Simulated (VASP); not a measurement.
# P (Cmce) in VASP: further runs

P is run at these levels: r2SCAN; tasks: single point.

All numbers are computed with VASP 6.6.1; they aren't measurements. Logs are shortened: lines on timing, memory, paths and dates and some standing lists are left out, and cuts for length are marked.

### Step 1. The cell of the first run

Symmetry: Cmce, No. 64, orthorhombic system. The conventional cell has a = 3.308 Å, b = 10.997 Å, c = 4.547 Å, α = 90.00°, β = 90.00°, γ = 90.00°. Within 2.9 Å of P (site symmetry m) lie 3 P at 2.21 to 2.25 Å.

### Step 2. Single point, r2SCAN

Contents of POSCAR:

```
P
1.0
    1.6538346590     -5.4984059606      0.0000000000
    1.6538346590      5.4984059606      0.0000000000
    0.0000000000      0.0000000000      4.5468944061
P
4
Direct
    0.0955109276      0.9044890724      0.9118095445
    0.5955109276      0.4044890724      0.5881904555
    0.9044890724      0.0955109276      0.0881904555
    0.4044890724      0.5955109276      0.4118095445
```

Contents of INCAR.step1:

```
  PREC = Accurate
  ENCUT = 520
  ISMEAR = -1
  SIGMA = 0.05
  LREAL = False
  LASPH = True
  NELM = 100
  NBANDS = 18
  GGA = PE
  ALGO = Normal
  EDIFF = 1E-4
  LWAVE = True
  LCHARG = False
```

Contents of INCAR.step2:

```
  PREC = Accurate
  ENCUT = 520
  EDIFF = 1E-7
  ISMEAR = -1
  SIGMA = 0.05
  LREAL = False
  LASPH = True
  NELM = 100
  ALGO = Normal
  ISIF = 2
  LWAVE = False
  LCHARG = True
  METAGGA = R2SCAN
  LMIXTAU = True
  LELF = True
  LVHAR = True
  NBANDS = 18
  ISTART = 1
```

Contents of KPOINTS:

```
Automatic mesh
0
Gamma
  2 2 1
```

Potentials or basis: VASP PAW PBE potentials, release 64 (P).

On the command line:

```bash
$ cat potpaw_PBE.64/P/POTCAR > POTCAR
$ cp INCAR.step1 INCAR
$ mpirun -np 1 vasp_std > vasp.out
$ cp INCAR.step2 INCAR
$ mpirun -np 1 vasp_std > vasp.out
```

OUTCAR:

```text
PREC = Accurate
   ENCUT = 520
   EDIFF = 1E-7
   ISMEAR = -1
   LREAL = False
   LASPH = True
   NELM = 100
   ISIF = 2
   METAGGA = R2SCAN
   ISTART = 1

 ion  position               nearest neighbor table
   1  0.096  0.904  0.912-   2 2.21   2 2.21   3 2.25
   2  0.596  0.404  0.588-   1 2.21   1 2.21   4 2.25
   3  0.904  0.096  0.088-   4 2.21   4 2.21   1 2.25
   4  0.404  0.596  0.412-   3 2.21   3 2.21   2 2.25

  LATTYP: Found a base centered orthorhombic cell.
 ALAT       =     3.3076693180
 B/A-ratio  =     3.3246406651
 C/A-ratio  =     1.3746520492

  Lattice vectors:

 A1 = (   1.6538346590,  -5.4984059606,   0.0000000000)
 A2 = (   1.6538346590,   5.4984059606,   0.0000000000)
 A3 = (   0.0000000000,   0.0000000000,   4.5468944061)

Analysis of symmetry for initial positions (statically):
=====================================================================
 Subroutine PRICEL returns:
 Original cell was already a primitive cell.

 Routine SETGRP: Setting up the symmetry group for a
 base centered orthorhombic supercell.

 Subroutine GETGRP returns: Found  8 space group operations
 (whereof  4 operations were pure point group operations)
 out of a pool of  8 trial point group operations.

The static configuration has the point symmetry C_2h.
 The point group associated with its full space group is D_2h.

Analysis of symmetry for dynamics (positions and initial velocities):
=====================================================================
 Subroutine PRICEL returns:
 Original cell was already a primitive cell.

 Routine SETGRP: Setting up the symmetry group for a
 base centered orthorhombic supercell.

 Subroutine GETGRP returns: Found  8 space group operations
 (whereof  4 operations were pure point group operations)
 out of a pool of  8 trial point group operations.

The dynamic configuration has the point symmetry C_2h.
 The point group associated with its full space group is D_2h.

 Subroutine INISYM returns: Found  8 space group operations
 (whereof  4 operations are pure point group operations),
 and found     1 'primitive' translations

----------------------------------------------------------------------------------------

                                     Primitive cell

  volume of cell :      82.6940

  direct lattice vectors                    reciprocal lattice vectors
     1.653834659 -5.498405961  0.000000000     0.302327683 -0.090935446  0.000000000
     1.653834659  5.498405961  0.000000000     0.302327683  0.090935446  0.000000000
     0.000000000  0.000000000  4.546894406     0.000000000  0.000000000  0.219930333

  length of vectors
     5.741745134  5.741745134  4.546894406     0.315707591  0.315707591  0.219930333

  position of ions in fractional coordinates (direct lattice)
     0.095510928  0.904489072  0.911809545
     0.595510928  0.404489072  0.588190455
     0.904489072  0.095510928  0.088190455
     0.404489072  0.595510928  0.411809545

  ion indices of the primitive-cell ions
   primitive index   ion index
                 1           1
                 2           2
                 3           3
                 4           4

----------------------------------------------------------------------------------------

 KPOINTS: Automatic mesh

Automatic generation of k-mesh.
 Grid dimensions read from file:
 generate k-points for:    2    2    1

 Generating k-lattice:

  Cartesian coordinates                     Fractional coordinates (reciprocal lattice)
     0.151163841 -0.045467723  0.000000000     0.500000000  0.000000000  0.000000000
     0.151163841  0.045467723  0.000000000     0.000000000  0.500000000  0.000000000
     0.000000000  0.000000000  0.219930333     0.000000000  0.000000000  1.000000000

  Length of vectors
     0.157853796  0.157853796  0.219930333

  Shift w.r.t. Gamma in fractional coordinates (k-lattice)
     0.000000000  0.000000000  0.000000000

 Subroutine IBZKPT returns following result:
 ===========================================

 Found      3 irreducible k-points:

 Following reciprocal coordinates:
            Coordinates               Weight
  0.000000  0.000000  0.000000      1.000000
  0.500000  0.000000  0.000000      2.000000
  0.500000  0.500000  0.000000      1.000000
   k-points           NKPTS =      3   k-points in BZ     NKDIM =      3   number of bands    NBANDS=     18
   number of dos      NEDOS =    301   number of ions     NIONS =      4
   total plane-waves  NPLWV =  82944
   dimension x,y,z NGX =    48 NGY =   48 NGZ =   36
   dimension x,y,z NGXF=    96 NGYF=   96 NGZF=   72
   ions per type =               4
   NGX,Y,Z   is equivalent  to a cutoff of  13.90, 13.90, 13.16 a.u.
   NGXF,Y,Z  is equivalent  to a cutoff of  27.80, 27.80, 26.33 a.u.
 SYSTEM =  unknown system
   PREC   = accura    normal or accurate (medium, high low for compatibility)
   ISTART =      1    job   : 0-new  1-cont  2-samecut
   ICHARG =      0    charge: 1-file 2-atom 10-const
   ISPIN  =      1    spin polarized calculation?
   LNONCOLLINEAR =      F non collinear calculations
   LSORBIT =      F    spin-orbit coupling
   LASPH  =      T    aspherical Exc in radial PAW
   ENCUT  =  520.0 eV  38.22 Ry    6.18 a.u.  10.68 10.68  8.45*2*pi/ulx,y,z
   NELM   =    100;   NELMIN=  2; NELMDL=  0     # of ELM steps
   EDIFF  = 0.1E-06   stopping-criterion for ELM
   LREAL  =      F    real-space projection
   EDIFFG = 0.1E-05   stopping-criterion for IOM
   NSW    =      0    number of steps for IOM
   IBRION =     -1    ionic relax: 0-MD 1-quasi-New 2-CG
   NFREE  =      0    steps in history (QN), initial steepest desc. (CG)
   ISIF   =      2    stress and relaxation
   ISYM   =      2    0-nonsym 1-usesym 2-fastsym
   POTIM  = 0.5000    time-step for ionic-motion
   TEBEG  =    0.0;   TEEND  =   0.0 temperature during run
   PSTRESS=    0.0 pullay stress
   NELECT =      20.0000    total number of electrons
   NUPDOWN=      -1.0000    fix difference up-down
   EMIN   =  10.00;   EMAX   =-10.00  energy-range for DOS
   EFERMI =   0.00;   METHOD = LEGACY
   ISMEAR =    -1;   SIGMA  =   0.05  broadening in eV -4-tet -1-fermi 0-gaus
   EFERMI_NEDOS =   21; number of points for ismear=-14 and -15
   IALGO  =     38    algorithm
   IMIX   =      4    mixing-type and parameters
     AMIX     =   0.40;   BMIX     =  1.00
     AMIX_MAG =   1.60;   BMIX_MAG =  1.00
  volume/ion in A,a.u.               =      20.67       139.51
  Fermi-wavevector in a.u.,A,eV,Ry     =   1.019985  1.927491 14.155072  1.040368
  Thomas-Fermi vector in A             =   2.153529
   LORBIT       =      0    0 simple, 1 ext, 2 COOP (PROOUT), +10 PAW based schemes
   METAGGA = R2SCAN    functional components
   LHFCALC =     F    Hartree Fock is set to
   AEXX    =    0.0000 exact exchange contribution
   IVDW    =     0    specifies the selected vdW correction
   LEPSILON=     F    determine dielectric tensor
   LRPA    =     F    only Hartree local field effects (RPA)
 non-spin polarized calculation
  energy-cutoff  :      520.00
  volume of cell :       82.69
 maximum number of plane-waves:      2226
 NGX is ok and might be reduce to    48
   NGX = 21   NGY = 21   NGZ = 17

 number of electron      20.0000001 magnetization

 Free energy of the ion-electron system (eV)
  ---------------------------------------------------
  ext. energy  EPLUGINS =         0.00000000
  ---------------------------------------------------
  free energy    TOTEN  =       -33.64976629 eV

  energy without entropy =      -33.63799330  energy(sigma->0) =      -33.64387979

 E-fermi :   5.8711     XC(G=0):  -9.7649

 val. band max:        5.7362169576   @ k =   0.5000   0.5000   0.0000
 cond. band min:       6.0059944520   @ k =   0.5000   0.5000   0.0000
 fundamental gap:      0.2697774944
 Fermi energy:         5.8711036705

 k-point     1 :       0.0000    0.0000    0.0000
  band No.  band energies     occupation
      1     -10.7339      2.00000
      2      -7.8834      2.00000
      3      -4.4112      2.00000
      4      -1.2916      2.00000
      5       0.6568      2.00000
      6       0.7119      2.00000
[... 10 lines left out ...]
     17      13.1205      0.00000
     18      13.4760      0.00000

 k-point     2 :       0.5000    0.0000    0.0000
  band No.  band energies     occupation
      1      -7.7112      2.00000
      2      -7.7112      2.00000
      3      -4.8516      2.00000
      4      -4.8516      2.00000
      5      -0.0443      2.00000
      6      -0.0443      2.00000
[... 10 lines left out ...]
     17      12.4898      0.00000
     18      12.4898      0.00000

 k-point     3 :       0.5000    0.5000    0.0000
  band No.  band energies     occupation
      1     -10.6017      2.00000
      2      -8.1992      2.00000
      3      -4.3261      2.00000
      4      -0.5861      2.00000
      5      -0.0073      2.00000
      6       0.0838      2.00000
[... 10 lines left out ...]
     17      11.7494      0.00000
     18      11.7735      0.00000

------------------------ aborting loop because EDIFF is reached ----------------------------------------

  FORCE on cell =-STRESS in cart. coord.  units (eV):
  Direction    XX          YY          ZZ          XY          YZ          ZX
  --------------------------------------------------------------------------------------
  -------------------------------------------------------------------------------------
  Total        2.5588368     -4.2570823      8.4806077      0.0000000      0.0000000      0.0000000
  in kB       49.5769045    -82.4800425    164.3099271      0.0000000      0.0000000      0.0000000
  external PRESSURE =      43.8022630 kB  Pullay stress =       0.0000000 kB

 VOLUME and BASIS-vectors are now :
 -----------------------------------------------------------------------------
  energy-cutoff  :      520.00
  volume of cell :       82.69
      direct lattice vectors                 reciprocal lattice vectors
     1.653834659 -5.498405961  0.000000000     0.302327683 -0.090935446  0.000000000
     1.653834659  5.498405961  0.000000000     0.302327683  0.090935446  0.000000000
     0.000000000  0.000000000  4.546894406     0.000000000  0.000000000  0.219930333

 POSITION                                       TOTAL-FORCE (eV/Angst)
 -----------------------------------------------------------------------------------
      1.65383      4.44809      4.14590         0.000000      1.077227      0.213032
      1.65383     -1.05032      2.67444         0.000000      1.077227     -0.213032
      1.65383     -4.44809      0.40099         0.000000     -1.077227     -0.213032
      1.65383      1.05032      1.87245         0.000000     -1.077227      0.213032
 -----------------------------------------------------------------------------------
    total drift:                               -0.000000     -0.000000     -0.000000

  FREE ENERGIE OF THE ION-ELECTRON SYSTEM (eV)
  ---------------------------------------------------
  free  energy   TOTEN  =       -33.6497662852 eV

  energy  without entropy=      -33.6379932952  energy(sigma->0) =      -33.64387979
```

Run time: 63 s. Hardware: 1 thread of AMD EPYC 9755, shared host; peak memory 0.24 GiB.

What came out:

* Free energy: -33.6498 eV
* Pressure: 4.4 GPa
* Largest force: 1.098 eV/Å
* Band gap on the k mesh: 0.27 eV

Forces on the atoms (eV/Å):
```
P    0.000  1.077  0.213
P    0.000  1.077 -0.213
P    0.000 -1.077 -0.213
P    0.000 -1.077  0.213
```

Caveat: the k points lie up to 1.38 Å⁻¹ apart, too coarse for converged energies, forces and pressures; the PAW data sets were made with another functional, which shifts forces and pressure a little. A k mesh can miss the band edges.

(Part 1 of 2 ends here.)
